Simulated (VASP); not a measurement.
# Al7GaO12 (P1) in VASP: a series of runs, part 2 of 2

VASP 6.6.1.

**3. Single point, PBEsol**

This run uses another cell than the first one, of 9.59 Å³/atom.

The input, INCAR:

```
SYSTEM = Al7GaO12
ALGO = Normal
EDIFF = 1E-6
ENCUT = 700
GGA = PS
GGA_COMPAT = .False.
ISIF = 2
ISMEAR = -1
ISYM = -1
KPAR = 1
LASPH = .True.
LCHARG = .False.
LREAL = Auto
LWAVE = .False.
NBANDS = 384
NELM = 120
PREC = Accurate
SIGMA = 0.05
```

The input, KPOINTS:

```
explicit points
1
Reciprocal
  0.25000000   0.25000000   0.25000000 1
```

The input, POSCAR:

```
Al7GaO12
1.0
   11.8851159152      0.0000000000     -0.0242205400
    0.0000000000      8.8197971520      0.0000000000
   -2.7190955691      0.0000000000     10.9811905002
Al Ga O
42 6 72
Direct
    0.4083290000      0.1659790000      0.1033270000
    0.4103820000      0.1668120000      0.6019960000
    0.4086730000      0.5012850000      0.1012010000
    0.4109760000      0.5000190000      0.6019020000
    0.4106840000      0.8326190000      0.1041210000
    0.4101310000      0.8329180000      0.6021000000
[... 112 lines left out ...]
    0.9951520000      0.8324530000      0.1300810000
    0.9946360000      0.8325060000      0.6272890000
```

Potentials or basis: VASP PAW PBE potentials, release 64 (Al, Ga_d, O).

Launch:

```bash
cat potpaw_PBE.64/Al/POTCAR potpaw_PBE.64/Ga_d/POTCAR potpaw_PBE.64/O/POTCAR > POTCAR
mpirun -np 4 vasp_std > vasp.out
```

OUTCAR:

```text
SYSTEM = Al7GaO12
   EDIFF = 1E-6
   ENCUT = 700
   GGA = PS
   ISIF = 2
   ISMEAR = -1
   ISYM = -1
   LASPH = .True.
   LREAL = Auto
   NELM = 120
   PREC = Accurate

 ion  position               nearest neighbor table
   1  0.408  0.166  0.103-  93 1.76  50 1.76  91 1.77  55 1.80   5 2.94   3 2.96   7 3.18  23 3.23
                            30 3.24  28 3.33  29 3.33
   2  0.410  0.167  0.602-  49 1.76  94 1.77  92 1.77  56 1.80   4 2.94   6 2.94  29 3.20  25 3.21
                            24 3.21  28 3.21   8 3.22  30 3.35
   3  0.409  0.501  0.101-  93 1.76  95 1.76  52 1.76  57 1.81   5 2.92   1 2.96  32 3.20  30 3.21
                            26 3.22  31 3.35  29 3.36
   4  0.411  0.500  0.602-  96 1.76  94 1.76  51 1.77  58 1.81   6 2.94   2 2.94  25 3.20  27 3.20
                            31 3.21  29 3.21  30 3.35  32 3.35
   5  0.411  0.833  0.104-  54 1.76  95 1.76  91 1.77  59 1.80   3 2.92   1 2.94  26 3.20  23 3.20
                             9 3.21  32 3.24  31 3.33  28 3.34
   6  0.410  0.833  0.602-  53 1.76  96 1.77  92 1.77  60 1.80   4 2.94   2 2.94  31 3.20  24 3.21
                            27 3.21  10 3.21  28 3.21  32 3.34
   7  0.159  0.165  0.160-  69 1.88  67 1.88 115 1.89  55 1.95  81 1.99  79 2.00   9 2.92  43 2.96
                            28 3.00  29 3.01   1 3.18  17 3.21  12 3.21  19 3.23  14 3.24  11 3.33
   8  0.158  0.166  0.659-  70 1.87  68 1.88 116 1.89  56 1.95  82 1.99  80 2.00  10 2.93  44 2.94
                            30 3.01  46 3.02  18 3.20  11 3.20   2 3.22  13 3.24  20 3.24  14 3.33
   9  0.159  0.834  0.160-  71 1.88  67 1.88 119 1.89  59 1.95  83 1.99  79 2.00   7 2.92  43 2.95
                            28 3.00  31 3.01  12 3.21   5 3.21  17 3.21  16 3.24  21 3.24  15 3.33
  10  0.158  0.834  0.659-  72 1.88  68 1.88 120 1.89  60 1.94  80 1.99  84 2.00   8 2.93  44 2.95
                            32 3.01  46 3.02  18 3.20  11 3.21   6 3.21  15 3.23  22 3.23  16 3.34
  11  0.093  0.001  0.399-  65 1.76  68 1.76  61 1.77  79 1.81  13 2.91  15 2.95  28 3.19   8 3.20
                            10 3.21  39 3.24   7 3.33   9 3.34
[... 132 lines left out ...]
 107  0.662  0.832  0.056-  38 1.76  26 1.88  23 1.88
 108  0.660  0.833  0.554-  37 1.76  24 1.88  27 1.88
 109  0.674  0.162  0.285-  33 1.80  39 1.95  23 2.00  45 2.08
 110  0.670  0.167  0.780-  34 1.80  47 2.00  25 2.00  24 2.01
 111  0.674  0.505  0.285-  35 1.80  40 1.95  26 2.00  45 2.07
 112  0.673  0.501  0.783-  36 1.80  41 1.96  27 2.01  25 2.02
 113  0.669  0.834  0.282-  37 1.81  26 2.00  23 2.00  48 2.01
 114  0.673  0.832  0.783-  38 1.81  42 1.95  27 2.00  24 2.02
 115  0.995  0.166  0.127-  19 1.77  17 1.77   7 1.89
 116  0.995  0.168  0.630-  18 1.76  20 1.77   8 1.89
 117  0.992  0.501  0.128-  19 1.76  21 1.76  43 1.92
 118  0.991  0.499  0.628-  22 1.76  20 1.76  44 1.93
 119  0.995  0.832  0.130-  17 1.77  21 1.77   9 1.89
 120  0.995  0.833  0.627-  22 1.76  18 1.77  10 1.89

IMPORTANT INFORMATION: All symmetrisations will be switched off!
NOSYMM: (Re-)initialisation of all symmetry stuff for point group C_1.

----------------------------------------------------------------------------------------

                                     Primitive cell

  volume of cell :    1150.5149

  direct lattice vectors                    reciprocal lattice vectors
    11.885115915  0.000000000 -0.024220540     0.084181330  0.000000000  0.020844469
     0.000000000  8.819797152  0.000000000     0.000000000  0.113381292  0.000000000
    -2.719095569  0.000000000 10.981190500     0.000185674  0.000000000  0.091110783

  length of vectors
    11.885140595  8.819797152 11.312825709     0.086723631  0.113381292  0.091110972

  position of ions in fractional coordinates (direct lattice)
     0.408329000  0.165979000  0.103327000
     0.410382000  0.166812000  0.601996000
     0.408673000  0.501285000  0.101201000
     0.410976000  0.500019000  0.601902000
     0.410684000  0.832619000  0.104121000
     0.410131000  0.832918000  0.602100000
[... 112 lines left out ...]
     0.995152000  0.832453000  0.130081000
     0.994636000  0.832506000  0.627289000

  ion indices of the primitive-cell ions
   primitive index   ion index
                 1           1
                 2           2
                 3           3
                 4           4
                 5           5
                 6           6
[... 99 lines left out ...]
               106         106
               107         107
   k-points           NKPTS =      1   k-points in BZ     NKDIM =      1   number of bands    NBANDS=    384
   number of dos      NEDOS =    301   number of ions     NIONS =    120
   total plane-waves  NPLWV = 846720
   dimension x,y,z NGX =   108 NGY =   80 NGZ =   98
   dimension x,y,z NGXF=   216 NGYF=  160 NGZF=  196
   ions per type =              42   6  72
   NGX,Y,Z   is equivalent  to a cutoff of  15.11, 15.08, 14.40 a.u.
   NGXF,Y,Z  is equivalent  to a cutoff of  30.21, 30.16, 28.80 a.u.
 SYSTEM =  Al7GaO12
   PREC   = accura    normal or accurate (medium, high low for compatibility)
   ISTART =      0    job   : 0-new  1-cont  2-samecut
   ICHARG =      2    charge: 1-file 2-atom 10-const
   ISPIN  =      1    spin polarized calculation?
   LNONCOLLINEAR =      F non collinear calculations
   LSORBIT =      F    spin-orbit coupling
   LASPH  =      T    aspherical Exc in radial PAW
   ENCUT  =  700.0 eV  51.45 Ry    7.17 a.u.  25.64 19.03 24.40*2*pi/ulx,y,z
   NELM   =    120;   NELMIN=  2; NELMDL= -5     # of ELM steps
   EDIFF  = 0.1E-05   stopping-criterion for ELM
   LREAL  =      T    real-space projection
   EDIFFG = 0.1E-04   stopping-criterion for IOM
   NSW    =      0    number of steps for IOM
   IBRION =     -1    ionic relax: 0-MD 1-quasi-New 2-CG
   NFREE  =      0    steps in history (QN), initial steepest desc. (CG)
   ISIF   =      2    stress and relaxation
   ISYM   =     -1    0-nonsym 1-usesym 2-fastsym
   POTIM  = 0.5000    time-step for ionic-motion
   TEBEG  =    0.0;   TEEND  =   0.0 temperature during run
   PSTRESS=    0.0 pullay stress
   NELECT =     636.0000    total number of electrons
   NUPDOWN=      -1.0000    fix difference up-down
   EMIN   =  10.00;   EMAX   =-10.00  energy-range for DOS
   EFERMI =   0.00;   METHOD = LEGACY
   ISMEAR =    -1;   SIGMA  =   0.05  broadening in eV -4-tet -1-fermi 0-gaus
   EFERMI_NEDOS =   21; number of points for ismear=-14 and -15
   IALGO  =     38    algorithm
   IMIX   =      4    mixing-type and parameters
     AMIX     =   0.40;   BMIX     =  1.00
     AMIX_MAG =   1.60;   BMIX_MAG =  1.00
  volume/ion in A,a.u.               =       9.59        64.70
  Fermi-wavevector in a.u.,A,eV,Ry     =   1.343579  2.538996 24.561289  1.805204
  Thomas-Fermi vector in A             =   2.471641
   LORBIT       =      0    0 simple, 1 ext, 2 COOP (PROOUT), +10 PAW based schemes
   GGA     = PS    functional components
   LHFCALC =     F    Hartree Fock is set to
   AEXX    =    0.0000 exact exchange contribution
   IVDW    =     0    specifies the selected vdW correction
   LEPSILON=     F    determine dielectric tensor
   LRPA    =     F    only Hartree local field effects (RPA)
 non-spin polarized calculation
  energy-cutoff  :      700.00
  volume of cell :     1150.51
 maximum number of plane-waves:     48398
 NGX is ok and might be reduce to   108
   NGX = 51   NGY = 39   NGZ = 49

 number of electron     635.9999995 magnetization

 Free energy of the ion-electron system (eV)
  ---------------------------------------------------
  ext. energy  EPLUGINS =         0.00000000
  ---------------------------------------------------
  free energy    TOTEN  =      -917.25074088 eV

  energy without entropy =     -917.25074088  energy(sigma->0) =     -917.25074088

 E-fermi :   6.1923     XC(G=0): -11.4019

 val. band max:        4.9627727199   @ k =   0.2500   0.2500   0.2500
 cond. band min:       9.8591447405   @ k =   0.2500   0.2500   0.2500
 fundamental gap:      4.8963720206
 Fermi energy:         6.1923205057

 k-point     1 :       0.2500    0.2500    0.2500
  band No.  band energies     occupation
      1     -13.8768      2.00000
      2     -13.7181      2.00000
      3     -13.6929      2.00000
      4     -13.4627      2.00000
      5     -13.4451      2.00000
      6     -13.3085      2.00000
[... 322 lines left out ...]
    329      11.9633      0.00000
    330      12.0274      0.00000
 [bands above 330 left out]

------------------------ aborting loop because EDIFF is reached ----------------------------------------

  FORCE on cell =-STRESS in cart. coord.  units (eV):
  Direction    XX          YY          ZZ          XY          YZ          ZX
  --------------------------------------------------------------------------------------
  -------------------------------------------------------------------------------------
  Total       -1.4925404      0.4443195      0.1152100     -0.0914192      0.0169064      1.2494595
  in kB       -2.0784732      0.6187478      0.1604385     -0.1273080      0.0235434      1.7399650
  external PRESSURE =      -0.4330956 kB  Pullay stress =       0.0000000 kB

 VOLUME and BASIS-vectors are now :
 -----------------------------------------------------------------------------
  energy-cutoff  :      700.00
  volume of cell :     1150.51
      direct lattice vectors                 reciprocal lattice vectors
    11.885115915  0.000000000 -0.024220540     0.084181330  0.000000000  0.020844469
     0.000000000  8.819797152  0.000000000     0.000000000  0.113381292  0.000000000
    -2.719095569  0.000000000 10.981190500     0.000185674  0.000000000  0.091110783

 POSITION                                       TOTAL-FORCE (eV/Angst)
 -----------------------------------------------------------------------------------
      4.57208      1.46390      1.12476        -0.015553     -0.002829      0.011418
      3.24055      1.47125      6.60069        -0.012551      0.001086      0.014434
      4.58195      4.42123      1.10141        -0.015319      0.001993      0.013864
      3.24787      4.41007      6.59965        -0.013804     -0.000231      0.016660
      4.59791      7.34353      1.13343        -0.012685     -0.000937      0.010671
      3.23729      7.34617      6.60184        -0.012348     -0.001240      0.012310
[... 112 lines left out ...]
     11.47379      7.34207      1.40434         0.029539     -0.001789      0.005394
     10.11571      7.34253      6.86429         0.029354     -0.001470      0.006186
 -----------------------------------------------------------------------------------
    total drift:                                0.006040      0.004673     -0.010991

  FREE ENERGIE OF THE ION-ELECTRON SYSTEM (eV)
  ---------------------------------------------------
  free  energy   TOTEN  =      -917.2507408770 eV

  energy  without entropy=     -917.2507408770  energy(sigma->0) =     -917.25074088
```

Run time: 8.5 min. Hardware: 4 MPI ranks of Intel Xeon Platinum 8259CL at 2.50GHz (Skylake/Cascade Lake), shared host; peak memory 0.63 GiB.

What came out:

```yaml
Free_energy: -917.2507 eV
Pressure: 0.0 GPa
Largest_force: 0.032 eV/Å
Band_gap_on_the_k_mesh: 4.90 eV
```

Forces on the atoms (eV/Å):
```
Al  -0.016 -0.003  0.011
Al  -0.013  0.001  0.014
Al  -0.015  0.002  0.014
Al  -0.014  0.000  0.017
Al  -0.013 -0.001  0.011
Al  -0.012 -0.001  0.012
Al   0.002  0.000  0.009
Al  -0.001  0.003  0.009
Al   0.000 -0.001  0.011
Al   0.000 -0.001  0.008
Al   0.013  0.003 -0.017
Al   0.015  0.000 -0.012
Al   0.013  0.002 -0.013
Al   0.014  0.005 -0.013
Al   0.014 -0.005 -0.015
Al   0.013 -0.001 -0.012
Al  -0.012  0.002  0.012
Al  -0.011 -0.001  0.017
Al  -0.014 -0.006  0.014
Al  -0.012 -0.001  0.013
Al  -0.013  0.001  0.013
Al  -0.014  0.003  0.016
Al  -0.002  0.001  0.008
Al  -0.001 -0.001  0.010
Al  -0.001  0.001  0.010
Al   0.000  0.000  0.011
Al   0.002  0.000  0.009
Al  -0.001  0.000 -0.013
Al   0.003 -0.003 -0.009
Al   0.001  0.000 -0.007
Al   0.002  0.001 -0.008
Al   0.000  0.000 -0.009
Al   0.012  0.001 -0.013
Al   0.014  0.005 -0.014
Al   0.013  0.001 -0.015
Al   0.013 -0.003 -0.014
Al   0.015 -0.003 -0.013
Al   0.016  0.001 -0.012
Al  -0.001  0.001 -0.010
Al   0.002  0.001 -0.007
Al   0.000 -0.001 -0.009
Al   0.001  0.001 -0.009
Ga  -0.019 -0.001 -0.010
Ga  -0.015  0.000 -0.011
Ga  -0.011  0.001 -0.008
Ga   0.015  0.004  0.006
Ga   0.012 -0.003  0.004
Ga   0.009  0.001  0.009
O   -0.003 -0.003 -0.018
O   -0.006  0.018 -0.006
O    0.002  0.000 -0.019
O   -0.001  0.001 -0.017
O   -0.003  0.003 -0.018
O   -0.006 -0.017 -0.007
O   -0.013 -0.002  0.010
O   -0.008  0.023 -0.008
O    0.017 -0.002  0.023
O    0.021  0.000  0.020
O   -0.010  0.001  0.011
O   -0.007 -0.022 -0.009
O   -0.029 -0.001 -0.008
O   -0.011 -0.003 -0.002
O   -0.024  0.000 -0.005
O   -0.025  0.001 -0.004
O   -0.013  0.002 -0.004
O   -0.031  0.001 -0.007
O    0.001  0.001  0.015
O    0.002 -0.001  0.016
O    0.006 -0.016  0.007
O    0.005 -0.017  0.006
O    0.005  0.017  0.005
O    0.006  0.017  0.007
O   -0.007  0.017 -0.008
O   -0.006 -0.017 -0.006
O   -0.004 -0.002 -0.019
O   -0.007  0.015 -0.004
O   -0.007 -0.017 -0.007
O   -0.003  0.001 -0.016
O    0.012  0.000 -0.010
O   -0.018  0.000 -0.020
O    0.006 -0.020  0.007
O    0.009 -0.021  0.007
O    0.008  0.021  0.007
O    0.008  0.022  0.007
O   -0.007  0.018 -0.010
O   -0.009 -0.021 -0.010
O    0.015  0.000  0.021
O   -0.010  0.017 -0.006
O   -0.009 -0.020 -0.007
O   -0.009 -0.002  0.011
O    0.026 -0.001  0.004
O    0.025  0.000  0.007
O    0.011  0.003  0.004
O    0.026 -0.002  0.007
O    0.028 -0.002  0.006
O    0.026  0.002  0.007
O   -0.026  0.002 -0.006
O   -0.013  0.000 -0.004
O   -0.027  0.001 -0.004
O   -0.028  0.002 -0.007
O   -0.027  0.000 -0.006
O   -0.030  0.000 -0.005
O    0.008 -0.018  0.007
O    0.003  0.000  0.019
O    0.008  0.017  0.005
O    0.000 -0.001  0.016
O    0.003 -0.002  0.016
O    0.003  0.002  0.021
O    0.008 -0.020  0.007
O   -0.014  0.000 -0.020
O    0.009  0.018  0.009
O    0.013 -0.001 -0.009
O   -0.016  0.001 -0.019
O    0.009  0.000 -0.010
O    0.027  0.000  0.005
O    0.028  0.001  0.006
O    0.009  0.000  0.005
O    0.012  0.001  0.005
O    0.030 -0.002  0.005
O    0.029 -0.001  0.006
```

Caveat: the PAW data sets were made with another functional, which shifts forces and pressure a little; a shifted mesh leaves out Γ, where band edges can lie. A k mesh can miss the band edges.
